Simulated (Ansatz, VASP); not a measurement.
## Al in VASP and in Ansatz

```
CELL_PARAMETERS angstrom
4.19958 0.00000 0.56715
0.00000 4.22120 0.00000
-0.64500 0.00000 3.67175
ATOMIC_POSITIONS crystal
Al 0.74996 0.74999 0.50006
Al 0.25004 0.74999 0.99994
Al 0.25004 0.25001 0.49994
Al 0.74996 0.25001 0.00006
```

Alike in both runs: functional PBE; k mesh 4 × 4 × 6; occupations gaussian, width 0.1 eV; no spin polarisation.

Ansatz relaxed the structure, and its values are those at the end. VASP's run is a single point on that final structure, the one shown.

|  | VASP | Ansatz |
| --- | --- | --- |
| version | VASP 6.6.1 | Ansatz 0.2.0 |
| potentials or method | VASP PAW PBE potentials, release 64 (Al), cutoff 520 eV | scalar-relativistic, plane waves, PAW |
| valence electrons in the cell | 12 | 12 |

|  | VASP | Ansatz | Ansatz less VASP |
| --- | --- | --- | --- |
| gap on the k mesh at the Fermi level (eV) | none | none | - |
| pressure (GPa) | 0.1 | 0.1 | +0.03 |

A gap of «none» marks a metal or a gap that the smearing closes.

The k mesh is coarse, so the values compare programs but aren't converged.
